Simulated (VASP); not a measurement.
# Ga2Sb2CO in VASP: a series of runs

The runs below take Ga2Sb2CO through single point, with PBE+D3(BJ).

All numbers are computed with VASP 6.6.1; they aren't measurements. Logs are shortened: lines on timing, memory, paths and dates and some standing lists are left out, and cuts for length are marked.

**1. The cell of the first run**

The cell holds a slab with vacuum, 6 atoms: a = 4.334 Å, b = 4.334 Å, c = 23.320 Å, α = 90.00°, β = 90.00°, γ = 120.00°.

**2. Single point, PBE+D3(BJ)**

INCAR reads:

```
ALGO = Normal
DIPOL = 0.5 0.5 0.361
EDIFF = 1E-6
ENCUT = 520
GGA = PE
GGA_COMPAT = F
IDIPOL = 3
ISIF = 2
ISMEAR = 0
IVDW = 12
LASPH = T
LCHARG = F
LDIPOL = T
LREAL = F
LWAVE = F
NBANDS = 42
NELM = 120
NELMDL = -8
PREC = Accurate
SIGMA = 0.1
```

KPOINTS reads:

```
k-points
0
Gamma
  6 6 1
```

POSCAR reads:

```
Ga2Sb2CO
1.0
    4.3343814621      0.0000000000      0.0000000000
   -2.1671907311      3.7536844559      0.0000000000
    0.0000000000      0.0000000000     23.3197422777
Sb Ga O C
2 2 1 1
Direct
    0.0000000000      0.0000000000      0.1715284823
    0.3333333333      0.6666666667      0.3301590654
    0.3333333333      0.6666666667      0.2094685204
    0.6666666667      0.3333333333      0.3632005095
    0.6666666667      0.3333333333      0.5218643557
    0.6666666667      0.3333333333      0.5711787943
```

Potentials or basis: VASP PAW PBE potentials, release 64 (Sb_d_GW, Ga_d, O, C).

Run with:

```bash
cat potpaw_PBE.64/Sb_d_GW/POTCAR potpaw_PBE.64/Ga_d/POTCAR potpaw_PBE.64/O/POTCAR potpaw_PBE.64/C/POTCAR > POTCAR
mpirun -np 1 vasp_std > vasp.out
```

OUTCAR:

```text
EDIFF = 1E-6
   ENCUT = 520
   GGA = PE
   ISIF = 2
   ISMEAR = 0
   IVDW = 12
   LASPH = T
   LREAL = F
   NELM = 120
   NELMDL = -8
   PREC = Accurate
 IVDW          = 12

 ion  position               nearest neighbor table
   1  0.000  0.000  0.172-   3 2.65   3 2.65   3 2.65
   2  0.333  0.667  0.330-   4 2.62   4 2.62   4 2.62   3 2.81
   3  0.333  0.667  0.209-   1 2.65   1 2.65   1 2.65   2 2.81
   4  0.667  0.333  0.363-   2 2.62   2 2.62   2 2.62
   5  0.667  0.333  0.522-   6 1.15
   6  0.667  0.333  0.571-   5 1.15

  LATTYP: Found a hexagonal cell.
 ALAT       =     4.3343814621
 C/A-ratio  =     5.3801776520

  Lattice vectors:

 A1 = (   4.3343814621,   0.0000000000,   0.0000000000)
 A2 = (  -2.1671907311,   3.7536844559,   0.0000000000)
 A3 = (   0.0000000000,   0.0000000000,  23.3197422777)

Analysis of symmetry for initial positions (statically):
=====================================================================
 Subroutine PRICEL returns:
 Original cell was already a primitive cell.

 Routine SETGRP: Setting up the symmetry group for a
 hexagonal supercell.

 Subroutine GETGRP returns: Found  6 space group operations
 (whereof  6 operations were pure point group operations)
 out of a pool of 24 trial point group operations.

The static configuration has the point symmetry C_3v.

Analysis of symmetry for dynamics (positions and initial velocities):
=====================================================================
 Subroutine PRICEL returns:
 Original cell was already a primitive cell.

 Routine SETGRP: Setting up the symmetry group for a
 hexagonal supercell.

 Subroutine GETGRP returns: Found  6 space group operations
 (whereof  6 operations were pure point group operations)
 out of a pool of 24 trial point group operations.

The dynamic configuration has the point symmetry C_3v.

 Subroutine INISYM returns: Found  6 space group operations
 (whereof  6 operations are pure point group operations),
 and found     1 'primitive' translations

----------------------------------------------------------------------------------------

                                     Primitive cell

  volume of cell :     379.4099

  direct lattice vectors                    reciprocal lattice vectors
     4.334381462  0.000000000  0.000000000     0.230713427  0.133202459  0.000000000
    -2.167190731  3.753684456  0.000000000     0.000000000  0.266404918  0.000000000
     0.000000000  0.000000000 23.319742278     0.000000000  0.000000000  0.042882121

  length of vectors
     4.334381462  4.334381462 23.319742278     0.266404918  0.266404918  0.042882121

  position of ions in fractional coordinates (direct lattice)
     0.000000000  0.000000000  0.171528482
     0.333333333  0.666666667  0.330159065
     0.333333333  0.666666667  0.209468520
     0.666666667  0.333333333  0.363200509
     0.666666667  0.333333333  0.521864356
     0.666666667  0.333333333  0.571178794

  ion indices of the primitive-cell ions
   primitive index   ion index
                 1           1
                 2           2
                 3           3
                 4           4
                 5           5
                 6           6

----------------------------------------------------------------------------------------

 KPOINTS: k-points

Automatic generation of k-mesh.
 Grid dimensions read from file:
 generate k-points for:    6    6    1

 Generating k-lattice:

  Cartesian coordinates                     Fractional coordinates (reciprocal lattice)
     0.038452238  0.022200410  0.000000000     0.166666667  0.000000000  0.000000000
     0.000000000  0.044400820  0.000000000     0.000000000  0.166666667  0.000000000
     0.000000000  0.000000000  0.042882121     0.000000000  0.000000000  1.000000000

  Length of vectors
     0.044400820  0.044400820  0.042882121

  Shift w.r.t. Gamma in fractional coordinates (k-lattice)
     0.000000000  0.000000000  0.000000000

 Subroutine IBZKPT returns following result:
 ===========================================

 Found      7 irreducible k-points:

 Following reciprocal coordinates:
            Coordinates               Weight
  0.000000  0.000000  0.000000      1.000000
  0.166667  0.000000  0.000000      6.000000
  0.333333  0.000000  0.000000      6.000000
  0.500000  0.000000  0.000000      3.000000
  0.166667  0.166667  0.000000      6.000000
  0.333333  0.166667  0.000000     12.000000
  0.333333  0.333333  0.000000      2.000000
   k-points           NKPTS =      7   k-points in BZ     NKDIM =      7   number of bands    NBANDS=     42
   number of dos      NEDOS =    301   number of ions     NIONS =      6
   total plane-waves  NPLWV = 184320
   dimension x,y,z NGX =    32 NGY =   32 NGZ =  180
   dimension x,y,z NGXF=    64 NGYF=   64 NGZF=  360
   ions per type =               2   2   1   1
   NGX,Y,Z   is equivalent  to a cutoff of  12.27, 12.27, 12.83 a.u.
   NGXF,Y,Z  is equivalent  to a cutoff of  24.55, 24.55, 25.66 a.u.
 SYSTEM =  unknown system
   PREC   = accura    normal or accurate (medium, high low for compatibility)
   ISTART =      0    job   : 0-new  1-cont  2-samecut
   ICHARG =      2    charge: 1-file 2-atom 10-const
   ISPIN  =      1    spin polarized calculation?
   LNONCOLLINEAR =      F non collinear calculations
   LSORBIT =      F    spin-orbit coupling
   LASPH  =      T    aspherical Exc in radial PAW
   ENCUT  =  520.0 eV  38.22 Ry    6.18 a.u.   8.06  8.06 43.36*2*pi/ulx,y,z
   NELM   =    120;   NELMIN=  2; NELMDL= -8     # of ELM steps
   EDIFF  = 0.1E-05   stopping-criterion for ELM
   LREAL  =      F    real-space projection
   EDIFFG = 0.1E-04   stopping-criterion for IOM
   NSW    =      0    number of steps for IOM
   IBRION =     -1    ionic relax: 0-MD 1-quasi-New 2-CG
   NFREE  =      0    steps in history (QN), initial steepest desc. (CG)
   ISIF   =      2    stress and relaxation
   ISYM   =      2    0-nonsym 1-usesym 2-fastsym
   POTIM  = 0.5000    time-step for ionic-motion
   TEBEG  =    0.0;   TEEND  =   0.0 temperature during run
   PSTRESS=    0.0 pullay stress
   NELECT =      66.0000    total number of electrons
   NUPDOWN=      -1.0000    fix difference up-down
   EMIN   =  10.00;   EMAX   =-10.00  energy-range for DOS
   EFERMI =   0.00;   METHOD = LEGACY
   ISMEAR =     0;   SIGMA  =   0.10  broadening in eV -4-tet -1-fermi 0-gaus
   EFERMI_NEDOS =   21; number of points for ismear=-14 and -15
   IALGO  =     38    algorithm
   IMIX   =      4    mixing-type and parameters
     AMIX     =   0.40;   BMIX     =  1.00
     AMIX_MAG =   1.60;   BMIX_MAG =  1.00
  volume/ion in A,a.u.               =      63.23       426.73
  Fermi-wavevector in a.u.,A,eV,Ry     =   0.913875  1.726973 11.363133  0.835167
  Thomas-Fermi vector in A             =   2.038437
   LORBIT       =      0    0 simple, 1 ext, 2 COOP (PROOUT), +10 PAW based schemes
   GGA     = PE    functional components
   LHFCALC =     F    Hartree Fock is set to
   AEXX    =    0.0000 exact exchange contribution
   IVDW    =    12    specifies the selected vdW correction
   LEPSILON=     F    determine dielectric tensor
   LRPA    =     F    only Hartree local field effects (RPA)
 non-spin polarized calculation
 Gauss-broadening in eV      SIGMA  =   0.10
  energy-cutoff  :      520.00
  volume of cell :      379.41
 maximum number of plane-waves:     10242
   NGX = 17   NGY = 17   NGZ = 87

 dipolmoment           0.000000      0.000000      0.000074 electrons x Angstroem

 number of electron      66.0000007 magnetization

 dipolmoment           0.000000      0.000000     -0.110847 electrons x Angstroem

 Free energy of the ion-electron system (eV)
  ---------------------------------------------------
  ext. energy  EPLUGINS =         0.00000000
  ---------------------------------------------------
  free energy    TOTEN  =       -28.30797580 eV

  energy without entropy =      -28.30146362  energy(sigma->0) =      -28.30471971

 E-fermi :  -1.1588     XC(G=0):  -4.2783

 val. band max:       -1.1815317565   @ k =   0.0000   0.0000   0.0000
 cond. band min:      -1.1269107312   @ k =   0.3333   0.3333   0.0000
 fundamental gap:      0.0546210253
 Fermi energy:        -1.1588442062

 k-point     1 :       0.0000    0.0000    0.0000
  band No.  band energies     occupation
      1     -30.4295      2.00000
      2     -30.4167      2.00000
      3     -30.4167      2.00000
      4     -30.4020      2.00000
      5     -30.4020      2.00000
      6     -29.4351      2.00000
[... 34 lines left out ...]
     41       2.0806      0.00000
     42       2.5798      0.00000

 k-point     2 :       0.1667    0.0000    0.0000
  band No.  band energies     occupation
      1     -30.4289      2.00000
      2     -30.4170      2.00000
      3     -30.4161      2.00000
      4     -30.4021      2.00000
      5     -30.4014      2.00000
      6     -29.4352      2.00000
[... 34 lines left out ...]
     41       2.6564      0.00000
     42       2.7500      0.00000

 k-point     3 :       0.3333    0.0000    0.0000
  band No.  band energies     occupation
      1     -30.4278      2.00000
      2     -30.4176      2.00000
      3     -30.4151      2.00000
      4     -30.4024      2.00000
      5     -30.4002      2.00000
      6     -29.4356      2.00000
[... 34 lines left out ...]
     41       3.4512      0.00000
     42       3.6307      0.00000

 k-point     4 :       0.5000    0.0000    0.0000
  band No.  band energies     occupation
      1     -30.4273      2.00000
      2     -30.4179      2.00000
      3     -30.4147      2.00000
      4     -30.4025      2.00000
      5     -30.3995      2.00000
      6     -29.4358      2.00000
[... 34 lines left out ...]
     41       3.7680      0.00000
     42       4.3235      0.00000

 k-point     5 :       0.1667    0.1667    0.0000
  band No.  band energies     occupation
      1     -30.4280      2.00000
      2     -30.4174      2.00000
      3     -30.4155      2.00000
      4     -30.4022      2.00000
      5     -30.4007      2.00000
      6     -29.4352      2.00000
[... 34 lines left out ...]
     41       2.8285      0.00000
     42       3.1147      0.00000

 k-point     6 :       0.3333    0.1667    0.0000
  band No.  band energies     occupation
      1     -30.4271      2.00000
      2     -30.4175      2.00000
      3     -30.4151      2.00000
      4     -30.4021      2.00000
      5     -30.4001      2.00000
      6     -29.4350      2.00000
[... 34 lines left out ...]
     41       3.4822      0.00000
     42       3.8628      0.00000

 k-point     7 :       0.3333    0.3333    0.0000
  band No.  band energies     occupation
      1     -30.4266      2.00000
      2     -30.4170      2.00000
      3     -30.4157      2.00000
      4     -30.4010      2.00000
      5     -30.4010      2.00000
      6     -29.4338      2.00000
[... 34 lines left out ...]
     41       4.0616      0.00000
     42       4.3242      0.00000

------------------------ aborting loop because EDIFF is reached ----------------------------------------

 vacuum level on the upper side and lower side of the slab       (xc-potential included)        -0.611         0.595

 Edisp (eV)   -0.97255

 E8    (eV) :    -0.4548

  FORCE on cell =-STRESS in cart. coord.  units (eV):
  Direction    XX          YY          ZZ          XY          YZ          ZX
  --------------------------------------------------------------------------------------
  -------------------------------------------------------------------------------------
  Total      -0.06499    -0.06499    -1.19962     0.00000     0.00000     0.00000
  in kB      -0.27445    -0.27445    -5.06576     0.00000     0.00000     0.00000
  external pressure =       -1.87 kB  Pullay stress =        0.00 kB

 VOLUME and BASIS-vectors are now :
 -----------------------------------------------------------------------------
  energy-cutoff  :      520.00
  volume of cell :      379.41
      direct lattice vectors                 reciprocal lattice vectors
     4.334381462  0.000000000  0.000000000     0.230713427  0.133202459  0.000000000
    -2.167190731  3.753684456  0.000000000     0.000000000  0.266404918  0.000000000
     0.000000000  0.000000000 23.319742278     0.000000000  0.000000000  0.042882121

 POSITION                                       TOTAL-FORCE (eV/Angst)
 -----------------------------------------------------------------------------------
      0.00000      0.00000      4.00000         0.000000     -0.000000      0.182537
     -0.00000      2.50246      7.69922         0.000000     -0.000000      0.003790
     -0.00000      2.50246      4.88475        -0.000000      0.000000     -0.166812
      2.16719      1.25123      8.46974        -0.000000     -0.000000     -0.009330
      2.16719      1.25123     12.16974         0.000000     -0.000000      0.709535
      2.16719      1.25123     13.31974         0.000000     -0.000000     -0.719721
 -----------------------------------------------------------------------------------
    total drift:                               -0.000001      0.000001     -0.007353

  FREE ENERGIE OF THE ION-ELECTRON SYSTEM (eV)
  ---------------------------------------------------
  free  energy   TOTEN  =       -29.2805274597 eV

  energy  without entropy=      -29.2740152816  energy(sigma->0) =      -29.27727137

 vacuum level on the upper side and lower side of the slab         2.463         3.697
```

Wall time 4.2 min (1 thread of Intel Xeon Platinum 8259CL at 2.50GHz (Skylake/Cascade Lake), shared host); peak memory 0.51 GiB.

What came out:

- Free energy: -29.2805 eV
- Largest force: 0.720 eV/Å
- Band gap on the k mesh: 0.05 eV (least direct gap 0.12 eV)
- Dispersion energy per atom: -0.162 eV

Forces on the atoms (eV/Å):
```
Sb   0.000  0.000  0.183
Sb   0.000  0.000  0.004
Ga   0.000  0.000 -0.167
Ga   0.000  0.000 -0.009
O    0.000  0.000  0.710
C    0.000  0.000 -0.720
```

Caveat: spin-orbit coupling is left out, which moves the levels of the heavy elements.

**3. Single point, PBE+D3(BJ)**

INCAR reads:

```
SYSTEM = Ga2Sb2CO
PREC     = Accurate       ! precision mode
ENCUT    = 520            ! plane-wave cutoff, eV
EDIFF    = 1E-6           ! SCF threshold, eV
ISMEAR   = 0              ! smearing method
SIGMA    = 0.1            ! smearing width, eV
LREAL    = .FALSE.        ! projectors in reciprocal space
LASPH    = .TRUE.         ! aspherical terms in the spheres
NELM     = 120            ! most SCF steps
ALGO     = Normal         ! electronic algorithm
ISIF     = 2              ! what is computed and relaxed
LWAVE    = .FALSE.        ! write WAVECAR
LCHARG   = .TRUE.         ! write CHGCAR
LDIPOL   = .TRUE.       
IDIPOL   = 3            
DIPOL    = 0.5 0.5 0.361
GGA      = PE             ! functional
IVDW     = 12             ! dispersion correction
LELF     = .TRUE.         ! ELF
LVHAR    = .TRUE.       
LVACPOTAV= .TRUE.       
NBANDS   = 42             ! bands
GGA_COMPAT= .FALSE.      
NELMDL   = -8
```

KPOINTS reads:

```
regular mesh
0
G
  6 6 1
  0 0 0
```

Changes to POSCAR since step 2:

```diff
@@ -12,3 +12,3 @@
     0.6666666667      0.3333333333      0.3632005095
-    0.6666666667      0.3333333333      0.5218643557
-    0.6666666667      0.3333333333      0.5711787943
+    1.3333333333      0.6666666667      0.5218643557
+    1.3333333333      0.6666666667      0.5711787943
```

Potentials or basis: VASP PAW PBE potentials, release 64 (Sb_d_GW, Ga_d, O, C).

Run with:

```bash
cat potpaw_PBE.64/Sb_d_GW/POTCAR potpaw_PBE.64/Ga_d/POTCAR potpaw_PBE.64/O/POTCAR potpaw_PBE.64/C/POTCAR > POTCAR
mpirun -np 1 vasp_std > vasp.out
```

Wall time 3.4 min (1 thread of Intel Xeon Platinum 8488C (Sapphire Rapids), shared host); peak memory 0.51 GiB.

Results (log left out):

- Free energy: -29.2806 eV
- Largest force: 0.712 eV/Å
- Band gap on the k mesh: 0.04 eV (least direct gap 0.15 eV)
- Dispersion energy per atom: -0.162 eV

Forces in eV/Å, atoms in the order of the input:
```
Sb   0.000  0.000  0.173
Sb   0.000  0.000 -0.020
Ga   0.000  0.000 -0.149
Ga   0.000  0.000  0.014
O    0.000  0.000  0.694
C    0.000  0.000 -0.712
```

Levels at points of the mesh, in eV from the valence-band top:
| k point | band 29 | band 30 | band 31 | band 32 | band 33 | band 34 | band 35 | band 36 | band 37 | band 38 |
| --- | --- | --- | --- | --- | --- | --- | --- | --- | --- | --- |
| (0.00, 0.00, 0.00) | -2.13 | -1.13 | -1.13 | 0.00 | 0.00 | 0.15 | 0.89 | 1.47 | 1.47 | 1.70 |
| (0.50, 0.00, 0.00) | -5.69 | -2.53 | -2.47 | -1.30 | -1.20 | 0.38 | 0.70 | 1.18 | 1.32 | 1.66 |

Caveat: spin-orbit coupling is left out, which moves the levels of the heavy elements.

**4. Single point, PBE+D3(BJ)**

INCAR reads:

```
SYSTEM = Ga2Sb2CO
PREC = Accurate
ENCUT = 520
EDIFF = 1E-6
ISMEAR = 0
SIGMA = 0.1
LREAL = .FALSE.
LASPH = .TRUE.
NELM = 120
ALGO = Normal
ISIF = 2
LWAVE = .FALSE.
LCHARG = .TRUE.
LDIPOL = .TRUE.
IDIPOL = 3
DIPOL = 0.5 0.5 0.361
GGA = PE
IVDW = 12
LELF = .TRUE.
LVHAR = .TRUE.
LVACPOTAV = .TRUE.
NBANDS = 42
GGA_COMPAT = .FALSE.
NELMDL = -8
```

KPOINTS reads:

```
Automatic mesh
0
G
  6 6 1
  0 0 0
```

Changes to POSCAR since step 3:

```diff
@@ -12,3 +12,3 @@
     0.6666666667      0.3333333333      0.3632005095
-    1.3333333333      0.6666666667      0.5218643557
-    1.3333333333      0.6666666667      0.5711787943
+    1.0000000000      1.0000000000      0.5218643557
+    1.0000000000      1.0000000000      0.5711787943
```

Run with:

```bash
cat potpaw_PBE.64/Sb_d_GW/POTCAR potpaw_PBE.64/Ga_d/POTCAR potpaw_PBE.64/O/POTCAR potpaw_PBE.64/C/POTCAR > POTCAR
mpirun -np 1 vasp_std > vasp.out
```

It took 2.6 min on 1 thread of Intel Xeon 6975P-C (Granite Rapids), shared host; peak memory 0.51 GiB.

Results (log left out):

* Free energy: -29.2854 eV
* Largest force: 0.712 eV/Å
* Band gap on the k mesh: 0.04 eV (least direct gap 0.14 eV)
* Dispersion energy per atom: -0.162 eV

Forces on the atoms (eV/Å):
```
Sb   0.000  0.000  0.175
Sb   0.000  0.000 -0.006
Ga   0.000  0.000 -0.155
Ga   0.000  0.000  0.019
O    0.000  0.000  0.680
C    0.000  0.000 -0.712
```

Levels at points of the mesh, in eV from the valence-band top:
| k point | band 29 | band 30 | band 31 | band 32 | band 33 | band 34 | band 35 | band 36 | band 37 | band 38 |
| --- | --- | --- | --- | --- | --- | --- | --- | --- | --- | --- |
| (0.00, 0.00, 0.00) | -2.13 | -1.13 | -1.13 | 0.00 | 0.00 | 0.14 | 0.89 | 1.49 | 1.49 | 1.70 |
| (0.50, 0.00, 0.00) | -5.66 | -2.53 | -2.47 | -1.30 | -1.20 | 0.39 | 0.72 | 1.18 | 1.35 | 1.66 |

Caveat: spin-orbit coupling is left out, which moves the levels of the heavy elements.

**5. Summary**

```csv
cell,gap on the mesh (eV),largest force (eV/Å)
"as given, atomic positions A",0.05,0.72
"as given, atomic positions B",0.04,0.71
"as given, atomic positions C",0.04,0.71
```

Alike in all rows: task single point; level PBE+D3(BJ); potentials or basis VASP PAW PBE potentials, release 64 (Sb_d_GW, Ga_d, O, C); no spin polarisation; k mesh 6 × 6 × 1; cutoff (eV) 520; smearing gaussian 0.1 eV.

Caveats: spin-orbit coupling is left out, which moves the levels of the heavy elements.

Total energies depend on the potentials used, so only differences within one code and one set of settings carry meaning.
